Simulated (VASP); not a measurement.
# HfZrGe4 (P4/mmm) in VASP: single point with PBE

Aim: the single point of HfZrGe4 with PBE.

All numbers are computed with VASP 6.6.1; they aren't measurements. Logs are shortened: lines on timing, memory, paths and dates and some standing lists are left out, and cuts for length are marked.

## 1. The cell of the first run

It takes space group P4/mmm (No. 123, tetragonal). The conventional cell has a = 4.897 Å, b = 4.897 Å, c = 5.570 Å, α = 90.00°, β = 90.00°, γ = 90.00°. Within 3.7 Å of Zr (site symmetry 4/mmm) lie 8 Ge at 2.83 Å. Within 3.7 Å of Hf (site symmetry 4/mmm) lie 8 Ge at 2.80 Å. Within 3.6 Å of Ge (site symmetry 2mm) lie 6 Ge at 2.73 to 3.46 Å and 2 Hf at 2.80 Å and 2 Zr at 2.83 Å.

The cell was built from a structure type or drawn by symmetry, and may not be a known phase.

## 2. Single point, PBE

INCAR

```
SYSTEM = HfZrGe4
  ALGO = Normal
  EDIFF = 1E-6
  ENCUT = 520
  GGA = PE
  ISIF = 2
  ISMEAR = 0
  LASPH = .TRUE.
  LCHARG = .FALSE.
  LREAL = .FALSE.
  LWAVE = .FALSE.
  NBANDS = 48
  NELM = 60
  PREC = Accurate
  SIGMA = 0.1
```

KPOINTS

```
k-points
0
G
  8 8 6
  0 0 0
```

POSCAR

```
HfZrGe4
1.0
    4.8968117338      0.0000000000      0.0000000000
    0.0000000000      4.8968117338      0.0000000000
    0.0000000000      0.0000000000      5.5698680941
Zr Hf Ge
1 1 4
Direct
    0.5000000000      0.5000000000      0.5000000000
    0.0000000000      0.0000000000      0.0000000000
    0.5000000000      0.0000000000      0.7553177040
    0.0000000000      0.5000000000      0.2446822960
    0.5000000000      0.0000000000      0.2446822960
    0.0000000000      0.5000000000      0.7553177040
```

Potentials or basis: VASP PAW PBE potentials, release 64 (Zr_sv, Hf_pv, Ge_d).

The run is started by

```
> cat potpaw_PBE.64/Zr_sv/POTCAR potpaw_PBE.64/Hf_pv/POTCAR potpaw_PBE.64/Ge_d/POTCAR > POTCAR
> mpirun -np 1 vasp_std > vasp.out
```

OUTCAR:

```text
SYSTEM = HfZrGe4
   EDIFF = 1E-6
   ENCUT = 520
   GGA = PE
   ISIF = 2
   ISMEAR = 0
   LASPH = .TRUE.
   LREAL = .FALSE.
   NELM = 60
   PREC = Accurate

 ion  position               nearest neighbor table
   1  0.500  0.500  0.500-   3 2.83   4 2.83   5 2.83   6 2.83   3 2.83   5 2.83   4 2.83   6 2.83

   2  0.000  0.000  0.000-   3 2.80   4 2.80   5 2.80   6 2.80   4 2.80   6 2.80   3 2.80   5 2.80

   3  0.500  0.000  0.755-   5 2.73   2 2.80   2 2.80   1 2.83   1 2.83   5 2.84
   4  0.000  0.500  0.245-   6 2.73   2 2.80   2 2.80   1 2.83   1 2.83   6 2.84
   5  0.500  0.000  0.245-   3 2.73   2 2.80   2 2.80   1 2.83   1 2.83   3 2.84
   6  0.000  0.500  0.755-   4 2.73   2 2.80   2 2.80   1 2.83   1 2.83   4 2.84

  LATTYP: Found a simple tetragonal cell.
 ALAT       =     4.8968117338
 C/A-ratio  =     1.1374478736

  Lattice vectors:

 A1 = (   4.8968117338,   0.0000000000,   0.0000000000)
 A2 = (   0.0000000000,   4.8968117338,   0.0000000000)
 A3 = (   0.0000000000,   0.0000000000,   5.5698680941)

Analysis of symmetry for initial positions (statically):
=====================================================================
 Subroutine PRICEL returns:
 Original cell was already a primitive cell.

 Routine SETGRP: Setting up the symmetry group for a
 simple tetragonal supercell.

 Subroutine GETGRP returns: Found 16 space group operations
 (whereof 16 operations were pure point group operations)
 out of a pool of 16 trial point group operations.

The static configuration has the point symmetry D_4h.

Analysis of symmetry for dynamics (positions and initial velocities):
=====================================================================
 Subroutine PRICEL returns:
 Original cell was already a primitive cell.

 Routine SETGRP: Setting up the symmetry group for a
 simple tetragonal supercell.

 Subroutine GETGRP returns: Found 16 space group operations
 (whereof 16 operations were pure point group operations)
 out of a pool of 16 trial point group operations.

The dynamic configuration has the point symmetry D_4h.

 Subroutine INISYM returns: Found 16 space group operations
 (whereof 16 operations are pure point group operations),
 and found     1 'primitive' translations

----------------------------------------------------------------------------------------

                                     Primitive cell

  volume of cell :     133.5586

  direct lattice vectors                    reciprocal lattice vectors
     4.896811734  0.000000000  0.000000000     0.204214508  0.000000000  0.000000000
     0.000000000  4.896811734  0.000000000     0.000000000  0.204214508  0.000000000
     0.000000000  0.000000000  5.569868094     0.000000000  0.000000000  0.179537465

  length of vectors
     4.896811734  4.896811734  5.569868094     0.204214508  0.204214508  0.179537465

  position of ions in fractional coordinates (direct lattice)
     0.500000000  0.500000000  0.500000000
     0.000000000  0.000000000  0.000000000
     0.500000000  0.000000000  0.755317704
     0.000000000  0.500000000  0.244682296
     0.500000000  0.000000000  0.244682296
     0.000000000  0.500000000  0.755317704

  ion indices of the primitive-cell ions
   primitive index   ion index
                 1           1
                 2           2
                 3           3
                 4           4
                 5           5
                 6           6

----------------------------------------------------------------------------------------

 KPOINTS: k-points

Automatic generation of k-mesh.
 Grid dimensions read from file:
 generate k-points for:    8    8    6

 Generating k-lattice:

  Cartesian coordinates                     Fractional coordinates (reciprocal lattice)
     0.025526814  0.000000000  0.000000000     0.125000000  0.000000000  0.000000000
     0.000000000  0.025526814  0.000000000     0.000000000  0.125000000  0.000000000
     0.000000000  0.000000000  0.029922911     0.000000000  0.000000000  0.166666667

  Length of vectors
     0.025526814  0.025526814  0.029922911

  Shift w.r.t. Gamma in fractional coordinates (k-lattice)
     0.000000000  0.000000000  0.000000000

 Subroutine IBZKPT returns following result:
 ===========================================

 Found     60 irreducible k-points:

 Following reciprocal coordinates:
            Coordinates               Weight
  0.000000  0.000000  0.000000      1.000000
  0.125000  0.000000  0.000000      4.000000
  0.250000  0.000000  0.000000      4.000000
  0.375000  0.000000  0.000000      4.000000
  0.500000  0.000000  0.000000      2.000000
  0.125000  0.125000  0.000000      4.000000
[... 16 lines left out ...]
  0.375000  0.125000  0.166667     16.000000
  0.500000  0.125000  0.166667      8.000000
 [... further k-points ...]
   k-points           NKPTS =     60   k-points in BZ     NKDIM =     60   number of bands    NBANDS=     48
   number of dos      NEDOS =    301   number of ions     NIONS =      6
   total plane-waves  NPLWV =  54432
   dimension x,y,z NGX =    36 NGY =   36 NGZ =   42
   dimension x,y,z NGXF=    72 NGYF=   72 NGZF=   84
   ions per type =               1   1   4
   NGX,Y,Z   is equivalent  to a cutoff of  12.22, 12.22, 12.54 a.u.
   NGXF,Y,Z  is equivalent  to a cutoff of  24.44, 24.44, 25.07 a.u.
 SYSTEM =  HfZrGe4
   PREC   = accura    normal or accurate (medium, high low for compatibility)
   ISTART =      0    job   : 0-new  1-cont  2-samecut
   ICHARG =      2    charge: 1-file 2-atom 10-const
   ISPIN  =      1    spin polarized calculation?
   LNONCOLLINEAR =      F non collinear calculations
   LSORBIT =      F    spin-orbit coupling
   LASPH  =      T    aspherical Exc in radial PAW
   ENCUT  =  520.0 eV  38.22 Ry    6.18 a.u.   9.10  9.10 10.36*2*pi/ulx,y,z
   NELM   =     60;   NELMIN=  2; NELMDL= -5     # of ELM steps
   EDIFF  = 0.1E-05   stopping-criterion for ELM
   LREAL  =      F    real-space projection
   EDIFFG = 0.1E-04   stopping-criterion for IOM
   NSW    =      0    number of steps for IOM
   IBRION =     -1    ionic relax: 0-MD 1-quasi-New 2-CG
   NFREE  =      0    steps in history (QN), initial steepest desc. (CG)
   ISIF   =      2    stress and relaxation
   ISYM   =      2    0-nonsym 1-usesym 2-fastsym
   POTIM  = 0.5000    time-step for ionic-motion
   TEBEG  =    0.0;   TEEND  =   0.0 temperature during run
   PSTRESS=    0.0 pullay stress
   NELECT =      78.0000    total number of electrons
   NUPDOWN=      -1.0000    fix difference up-down
   EMIN   =  10.00;   EMAX   =-10.00  energy-range for DOS
   EFERMI =   0.00;   METHOD = LEGACY
   ISMEAR =     0;   SIGMA  =   0.10  broadening in eV -4-tet -1-fermi 0-gaus
   EFERMI_NEDOS =   21; number of points for ismear=-14 and -15
   IALGO  =     38    algorithm
   IMIX   =      4    mixing-type and parameters
     AMIX     =   0.40;   BMIX     =  1.00
     AMIX_MAG =   1.60;   BMIX_MAG =  1.00
  volume/ion in A,a.u.               =      22.26       150.22
  Fermi-wavevector in a.u.,A,eV,Ry     =   1.368409  2.585917 25.477481  1.872542
  Thomas-Fermi vector in A             =   2.494375
   LORBIT       =      0    0 simple, 1 ext, 2 COOP (PROOUT), +10 PAW based schemes
   GGA     = PE    functional components
   LHFCALC =     F    Hartree Fock is set to
   AEXX    =    0.0000 exact exchange contribution
   IVDW    =     0    specifies the selected vdW correction
   LEPSILON=     F    determine dielectric tensor
   LRPA    =     F    only Hartree local field effects (RPA)
 non-spin polarized calculation
 Gauss-broadening in eV      SIGMA  =   0.10
  energy-cutoff  :      520.00
  volume of cell :      133.56
 maximum number of plane-waves:      3624
   NGX = 19   NGY = 19   NGZ = 21

 number of electron      77.9999993 magnetization

 Free energy of the ion-electron system (eV)
  ---------------------------------------------------
  ext. energy  EPLUGINS =         0.00000000
  ---------------------------------------------------
  free energy    TOTEN  =       -36.49986447 eV

  energy without entropy =      -36.48401337  energy(sigma->0) =      -36.49193892

 E-fermi :   5.7033     XC(G=0): -10.5417

 val. band max:        5.6662770141   @ k =   0.2500   0.0000   0.5000
 cond. band min:       5.7118418444   @ k =   0.5000   0.5000   0.0000
 fundamental gap:      0.0455648303
 Fermi energy:         5.7033427157

 k-point     1 :       0.0000    0.0000    0.0000
  band No.  band energies     occupation
      1     -43.6140      2.00000
      2     -25.6806      2.00000
      3     -25.5223      2.00000
      4     -25.5223      2.00000
      5     -21.7428      2.00000
      6     -21.6561      2.00000
[... 40 lines left out ...]
     47      10.7022      0.00000
     48      10.7105      0.00000

 k-point     2 :       0.1250    0.0000    0.0000
  band No.  band energies     occupation
      1     -43.6140      2.00000
      2     -25.6804      2.00000
      3     -25.5231      2.00000
      4     -25.5223      2.00000
      5     -21.7422      2.00000
      6     -21.6572      2.00000
[... 40 lines left out ...]
     47      10.0507      0.00000
     48      10.8134      0.00000

 k-point     3 :       0.2500    0.0000    0.0000
  band No.  band energies     occupation
      1     -43.6139      2.00000
      2     -25.6797      2.00000
      3     -25.5249      2.00000
      4     -25.5223      2.00000
      5     -21.7407      2.00000
      6     -21.6596      2.00000
[... 40 lines left out ...]
     47       9.9184      0.00000
     48      10.0430      0.00000

 k-point     4 :       0.3750    0.0000    0.0000
  band No.  band energies     occupation
      1     -43.6138      2.00000
      2     -25.6791      2.00000
      3     -25.5268      2.00000
      4     -25.5222      2.00000
      5     -21.7392      2.00000
      6     -21.6620      2.00000
[... 958 lines left out ...]
     47       9.4532      0.00000
     48       9.9689      0.00000

 k-point    23 :       0.3750    0.1250    0.1667
  band No.  band energies     occupation
      1     -43.6138      2.00000
      2     -25.6790      2.00000
      3     -25.5268      2.00000
      4     -25.5230      2.00000
      5     -21.7388      2.00000
      6     -21.6620      2.00000
[... 40 lines left out ...]
     47       8.8835      0.00000
     48      10.0092      0.00000

 k-point    24 :       0.5000    0.1250    0.1667
  band No.  band energies     occupation
      1     -43.6138      2.00000
      2     -25.6787      2.00000
      3     -25.5276      2.00000
      4     -25.5230      2.00000
      5     -21.7381      2.00000
      6     -21.6630      2.00000
[... 40 lines left out ...]
     47       8.2291      0.00000
     48      10.0634      0.00000

 [... further k-points ...]

------------------------ aborting loop because EDIFF is reached ----------------------------------------

  FORCE on cell =-STRESS in cart. coord.  units (eV):
  Direction    XX          YY          ZZ          XY          YZ          ZX
  --------------------------------------------------------------------------------------
  -------------------------------------------------------------------------------------
  Total       -0.0505990     -0.0505990     -0.0572459      0.0000000     -0.0000000      0.0000000
  in kB       -0.6069895     -0.6069895     -0.6867259      0.0000000     -0.0000000      0.0000000
  external PRESSURE =      -0.6335683 kB  Pullay stress =       0.0000000 kB

 VOLUME and BASIS-vectors are now :
 -----------------------------------------------------------------------------
  energy-cutoff  :      520.00
  volume of cell :      133.56
      direct lattice vectors                 reciprocal lattice vectors
     4.896811734  0.000000000  0.000000000     0.204214508  0.000000000  0.000000000
     0.000000000  4.896811734  0.000000000     0.000000000  0.204214508  0.000000000
     0.000000000  0.000000000  5.569868094     0.000000000  0.000000000  0.179537465

 POSITION                                       TOTAL-FORCE (eV/Angst)
 -----------------------------------------------------------------------------------
      2.44841      2.44841      2.78493         0.000000     -0.000000      0.000000
      0.00000      0.00000      0.00000         0.000000     -0.000000      0.000000
      2.44841      0.00000      4.20702         0.000000     -0.000000      0.015288
      0.00000      2.44841      1.36285         0.000000      0.000000     -0.015288
      2.44841      0.00000      1.36285        -0.000000     -0.000000     -0.015288
      0.00000      2.44841      4.20702         0.000000      0.000000      0.015288
 -----------------------------------------------------------------------------------
    total drift:                                0.000000     -0.000000     -0.000000

  FREE ENERGIE OF THE ION-ELECTRON SYSTEM (eV)
  ---------------------------------------------------
  free  energy   TOTEN  =       -36.4998644747 eV

  energy  without entropy=      -36.4840133652  energy(sigma->0) =      -36.49193892
```

Run time: 9.8 min. Hardware: 1 thread of Intel Xeon 8259CL, shared host; peak memory 0.46 GiB.

What came out:

- Free energy: -36.4999 eV
- Pressure: -0.1 GPa
- Largest force: 0.015 eV/Å
- Band gap on the k mesh: zero (bands 39 and 40 overlap by 1.27 eV)

Forces in eV/Å, atoms in the order of the input:
```
Zr   0.000  0.000  0.000
Hf   0.000  0.000  0.000
Ge   0.000  0.000  0.015
Ge   0.000  0.000 -0.015
Ge   0.000  0.000 -0.015
Ge   0.000  0.000  0.015
```

Caveat: spin-orbit coupling is left out, which moves the levels of the heavy elements.
